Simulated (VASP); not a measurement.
# TaTe2H (Cmcm) in VASP: a series of runs, part 2 of 2

VASP 6.6.1. Earlier steps stand in the parts before.

**4. Single point, PBE**

This run uses another cell than the first one, of 21.65 Å³/atom.

The input, INCAR:

```
  PREC = Accurate
  ENCUT = 520
  EDIFF = 1E-6
  ISMEAR = 0
  SIGMA = 0.1
  LREAL = F
  LASPH = T
  NELM = 100
  ALGO = Normal
  ISIF = 2
  LWAVE = F
  LCHARG = T
  GGA = PE
  LELF = T
  LVHAR = T
  NBANDS = 34
```

The input, KPOINTS:

```
Automatic mesh
0
Gamma
  6 6 4
```

The input, POSCAR:

```
TaTe2H
1.0
    1.7478113515     -7.1370810901      0.0000000000
    1.7478113515      7.1370810901      0.0000000000
    0.0000000000      0.0000000000      6.9416219526
Ta Te H
2 4 2
Direct
    0.5054319511      0.4945680489      0.7500000000
    0.4945680489      0.5054319511      0.2500000000
    0.1157594674      0.8842405326      0.0147716444
    0.1157594674      0.8842405326      0.4852283556
    0.8842405326      0.1157594674      0.9852283556
    0.8842405326      0.1157594674      0.5147716444
    0.6307410025      0.3692589975      0.7500000000
    0.3692589975      0.6307410025      0.2500000000
```

Potentials or basis: VASP PAW PBE potentials, release 64 (Ta_pv, Te, H).

Launch:

```console
$ cat potpaw_PBE.64/Ta_pv/POTCAR potpaw_PBE.64/Te/POTCAR potpaw_PBE.64/H/POTCAR > POTCAR
$ mpirun -np 1 vasp_std > vasp.out
```

OUTCAR:

```text
PREC = Accurate
   ENCUT = 520
   EDIFF = 1E-6
   ISMEAR = 0
   LREAL = F
   LASPH = T
   NELM = 100
   ISIF = 2
   GGA = PE

 ion  position               nearest neighbor table
   1  0.505  0.495  0.750-   7 1.79   6 2.95   5 2.95   5 2.95   6 2.95   3 2.99   4 2.99   4 2.99
                             3 2.99   2 3.47   2 3.47
   2  0.495  0.505  0.250-   8 1.79   4 2.95   3 2.95   3 2.95   4 2.95   6 2.99   5 2.99   5 2.99
                             6 2.99   1 3.47   1 3.47
   3  0.116  0.884  0.015-   2 2.95   2 2.95   1 2.99   1 2.99   4 3.27   5 3.31   4 3.68
   4  0.116  0.884  0.485-   2 2.95   2 2.95   1 2.99   1 2.99   3 3.27   6 3.31   3 3.68
   5  0.884  0.116  0.985-   1 2.95   1 2.95   2 2.99   2 2.99   6 3.27   3 3.31   6 3.68
   6  0.884  0.116  0.515-   1 2.95   1 2.95   2 2.99   2 2.99   5 3.27   4 3.31   5 3.68
   7  0.631  0.369  0.750-   1 1.79
   8  0.369  0.631  0.250-   2 1.79

  LATTYP: Found a base centered orthorhombic cell.
 ALAT       =     3.4956227030
 B/A-ratio  =     4.0834390302
 C/A-ratio  =     1.9858041163

  Lattice vectors:

 A1 = (   1.7478113515,  -7.1370810901,   0.0000000000)
 A2 = (   1.7478113515,   7.1370810901,   0.0000000000)
 A3 = (   0.0000000000,   0.0000000000,   6.9416219526)

Analysis of symmetry for initial positions (statically):
=====================================================================
 Subroutine PRICEL returns:
 Original cell was already a primitive cell.

 Routine SETGRP: Setting up the symmetry group for a
 base centered orthorhombic supercell.

 Subroutine GETGRP returns: Found  8 space group operations
 (whereof  4 operations were pure point group operations)
 out of a pool of  8 trial point group operations.

The static configuration has the point symmetry C_2h.
 The point group associated with its full space group is D_2h.

Analysis of symmetry for dynamics (positions and initial velocities):
[... 144 lines left out ...]
     AMIX_MAG =   1.60;   BMIX_MAG =  1.00
  volume/ion in A,a.u.               =      21.65       146.09
  Fermi-wavevector in a.u.,A,eV,Ry     =   1.067382  2.017059 15.501176  1.139304
  Thomas-Fermi vector in A             =   2.202997
   LORBIT       =      0    0 simple, 1 ext, 2 COOP (PROOUT), +10 PAW based schemes
   GGA     = PE    functional components
   LHFCALC =     F    Hartree Fock is set to
   AEXX    =    0.0000 exact exchange contribution
   IVDW    =     0    specifies the selected vdW correction
   LEPSILON=     F    determine dielectric tensor
   LRPA    =     F    only Hartree local field effects (RPA)
 non-spin polarized calculation
 Gauss-broadening in eV      SIGMA  =   0.10
  energy-cutoff  :      520.00
  volume of cell :      173.18
 maximum number of plane-waves:      4698
 NGX is ok and might be reduce to    56
   NGX = 27   NGY = 27   NGZ = 25

 number of electron      48.0000005 magnetization

 Free energy of the ion-electron system (eV)
  ---------------------------------------------------
  ext. energy  EPLUGINS =         0.00000000
  ---------------------------------------------------
  free energy    TOTEN  =       -43.49784488 eV

  energy without entropy =      -43.48575087  energy(sigma->0) =      -43.49179788

 E-fermi :   6.2451     XC(G=0):  -9.8743

 val. band max:        6.1873931051   @ k =   0.5000   0.0000   0.0000
 cond. band min:       6.2515541896   @ k =   0.3333   0.1667   0.2500
 fundamental gap:      0.0641610846
 Fermi energy:         6.2451450395

 k-point     1 :       0.0000    0.0000    0.0000
  band No.  band energies     occupation
      1     -28.9167      2.00000
      2     -28.7916      2.00000
      3     -28.7495      2.00000
      4     -28.7379      2.00000
      5     -28.6968      2.00000
      6     -28.6810      2.00000
[... 877 lines left out ...]
     33       9.9591      0.00000
     34      10.3757      0.00000

 [... further k-points ...]
[... 5 lines left out ...]
  --------------------------------------------------------------------------------------
  -------------------------------------------------------------------------------------
  Total        0.0913833      0.2330172     -0.1847693      0.0000000     -0.0000000      0.0000000
  in kB        0.8454180      2.1557205     -1.7093627      0.0000000     -0.0000000      0.0000000
  external PRESSURE =       0.4305919 kB  Pullay stress =       0.0000000 kB

 VOLUME and BASIS-vectors are now :
 -----------------------------------------------------------------------------
  energy-cutoff  :      520.00
  volume of cell :      173.18
      direct lattice vectors                 reciprocal lattice vectors
     1.747811351 -7.137081090  0.000000000     0.286072064 -0.070056651  0.000000000
     1.747811351  7.137081090  0.000000000     0.286072064  0.070056651  0.000000000
     0.000000000  0.000000000  6.941621953     0.000000000  0.000000000  0.144058551

 POSITION                                       TOTAL-FORCE (eV/Angst)
 -----------------------------------------------------------------------------------
      1.74781     -0.07754      5.20622         0.000000      0.008587     -0.000000
      1.74781      0.07754      1.73541         0.000000     -0.008587     -0.000000
      1.74781      5.48471      0.10254         0.000000     -0.015244     -0.002344
      1.74781      5.48471      3.36827         0.000000     -0.015244      0.002344
      1.74781     -5.48471      6.83908         0.000000      0.015244      0.002344
      1.74781     -5.48471      3.57335         0.000000      0.015244     -0.002344
      1.74781     -1.86622      5.20622         0.000000     -0.003101     -0.000000
      1.74781      1.86622      1.73541         0.000000      0.003101     -0.000000
 -----------------------------------------------------------------------------------
    total drift:                                0.000000     -0.000000     -0.000000

  FREE ENERGIE OF THE ION-ELECTRON SYSTEM (eV)
  ---------------------------------------------------
  free  energy   TOTEN  =       -43.4978448835 eV

  energy  without entropy=      -43.4857508729  energy(sigma->0) =      -43.49179788
```

Wall time 4.1 min (1 thread of Intel Xeon 6975P-C (Granite Rapids), shared host); peak memory 0.52 GiB.

Results:

| Item | Value |
| --- | --- |
| Free energy | -43.4978 eV |
| Pressure | 0.0 GPa |
| Largest force | 0.015 eV/Å |
| Band gap on the k mesh | zero (bands 24 and 25 overlap by 0.63 eV) |

Forces in eV/Å, atoms in the order of the input:
```
Ta   0.000  0.009  0.000
Ta   0.000 -0.009  0.000
Te   0.000 -0.015 -0.002
Te   0.000 -0.015  0.002
Te   0.000  0.015  0.002
Te   0.000  0.015 -0.002
H    0.000 -0.003  0.000
H    0.000  0.003  0.000
```

Stress tensor (GPa, compression positive):
```
 0.08  0.00  0.00
 0.00  0.22  0.00
 0.00  0.00 -0.17
```

Caveat: spin-orbit coupling is left out, which moves the levels of the heavy elements.

**5. Relaxation of cell and atoms, PBE**

The input, INCAR:

```
SYSTEM = TaTe2H
ALGO = Normal
EDIFF = 1E-6
EDIFFG = -0.04
ENCUT = 600
GGA = PE
IBRION = 2
ISIF = 3
ISMEAR = 0
LASPH = .True.
LCHARG = .False.
LREAL = .False.
LWAVE = .False.
NELM = 60
NSW = 90
PREC = Accurate
SIGMA = 0.1
```

The input, KPOINTS:

```
k-points
0
Gamma
  6 6 4
  0 0 0
```

The input, POSCAR:

```
TaTe2H
1.0
    1.7583064596     -7.0962175484      0.0000000000
    1.7583064596      7.0962175484      0.0000000000
    0.0000000000      0.0000000000      6.8910869953
Ta Te H
2 4 2
Direct
    0.5054955486      0.4945044514      0.7500000000
    0.4945044514      0.5054955486      0.2500000000
    0.1165312202      0.8834687798      0.0152768817
    0.1165312202      0.8834687798      0.4847231183
    0.8834687798      0.1165312202      0.9847231183
    0.8834687798      0.1165312202      0.5152768817
    0.6317412971      0.3682587029      0.7500000000
    0.3682587029      0.6317412971      0.2500000000
```

Launch:

```console
$ cat potpaw_PBE.64/Ta_pv/POTCAR potpaw_PBE.64/Te/POTCAR potpaw_PBE.64/H/POTCAR > POTCAR
$ mpirun -np 1 vasp_std > vasp.out
```

Wall time 5.7 min (1 thread of Intel Xeon 6975P-C (Granite Rapids), shared host); peak memory 0.61 GiB.

The run converged. Its results:

```
Free energy                           : -43.4984 eV
Relaxed volume                        : 21.52 Å³/atom
Relaxed cell                          : a = 7.316 Å, b = 7.316 Å, c = 6.925 Å, α = 90.00°, β = 90.00°, γ = 152.32°
Space group after relaxing (to 0.1 Å) : Cmcm (No. 63)
Energy gained by relaxing             : 0.6 meV/atom
Ionic steps                           : 2
Pressure after relaxing               : 0.0 GPa
Largest force after relaxing          : 0.028 eV/Å
Band gap on the k mesh                : zero (bands 24 and 25 overlap by 0.62 eV)
```

Forces on the atoms (eV/Å):
```
Ta   0.000 -0.015  0.000
Ta   0.000  0.015  0.000
Te   0.000  0.023 -0.016
Te   0.000  0.023  0.016
Te   0.000 -0.023  0.016
Te   0.000 -0.023 -0.016
H    0.000  0.022  0.000
H    0.000 -0.022  0.000
```

Stress tensor (GPa, compression positive):
```
-0.07  0.00  0.00
 0.00 -0.01  0.00
 0.00  0.00  0.09
```

Step by step:
| step | energy change (eV) | largest force (eV/Å) | pressure (GPa) | volume (Å³) |
| --- | --- | --- | --- | --- |
| 1 | 0.0000 | 0.0222 | 0.06 | 171.96 |
| 2 | -0.0046 | 0.0280 | 0.00 | 172.17 |

Final structure:
```
Ta Te H
1.0
     1.74989   -7.10345    0.00000
     1.74989    7.10345    0.00000
     0.00000    0.00000    6.92538
Ta Te H
2 4 2
Direct
  0.50555 0.49445 0.75000
  0.49445 0.50555 0.25000
  0.11653 0.88347 0.01512
  0.11653 0.88347 0.48488
  0.88347 0.11653 0.98488
  0.88347 0.11653 0.51512
  0.63170 0.36830 0.75000
  0.36830 0.63170 0.25000
```

Levels at points of the mesh, in eV from the Fermi level:
| k point | band 22 | band 23 | band 24 | band 25 | band 26 | band 27 |
| --- | --- | --- | --- | --- | --- | --- |
| (0.00, 0.00, 0.00) | -0.71 | -0.53 | -0.37 | 0.59 | 1.07 | 1.29 |
| (0.50, 0.00, 0.00) | -1.93 | -0.07 | 0.33 | 0.59 | 1.37 | 2.49 |
| (0.50, 0.50, 0.00) | -1.54 | -0.67 | -0.24 | 0.59 | 1.22 | 1.39 |
| (0.00, 0.00, 0.50) | -1.03 | -0.70 | -0.70 | 0.51 | 0.51 | 2.41 |
| (0.50, 0.00, 0.50) | -2.56 | -0.64 | -0.64 | 0.47 | 0.47 | 1.58 |
| (0.50, 0.50, 0.50) | -1.54 | -0.97 | -0.97 | 0.76 | 0.76 | 2.09 |

Caveat: spin-orbit coupling is left out, which moves the levels of the heavy elements.

**6. The runs side by side**

```csv
task,cell,k mesh,cutoff (eV),gap on the mesh (eV),pressure (GPa),largest force (eV/Å)
single point,"a = 7.311, b = 7.311, c = 6.891 Å, angles 90.0, 90.0, 152.2°, 8 atoms, atomic positions A",4 × 4 × 4,520,none,0.0,0.02
single point,"a = 6.008, b = 6.008, c = 7.262 Å, angles 90.0, 90.0, 136.4°, 8 atoms, atomic positions B",4 × 4 × 4,520,none,-10.2,2.25
single point,"a = 7.348, b = 7.348, c = 6.942 Å, angles 90.0, 90.0, 152.5°, 8 atoms, atomic positions C",6 × 6 × 4,520,none,0.0,0.02
relaxation of cell and atoms,"relaxed from a = 7.311, b = 7.311, c = 6.891 Å, angles 90.0, 90.0, 152.2°, 8 atoms, atomic positions A",6 × 6 × 4,600,none,0.0,0.03
```

Alike in all rows: level PBE; potentials or basis VASP PAW PBE potentials, release 64 (Ta_pv, Te, H); no spin polarisation; smearing gaussian 0.1 eV.

Caveats: some runs use coarse meshes; spin-orbit coupling is left out, which moves the levels of the heavy elements; forces of over 1 eV/Å act on the atoms, so gaps and moduli don't describe the material at rest (at least some runs).

Total energies depend on the potentials used, so only differences within one code and one set of settings carry meaning.

The gap in the log of VASP goes by the Fermi energy; the results here count the filled bands.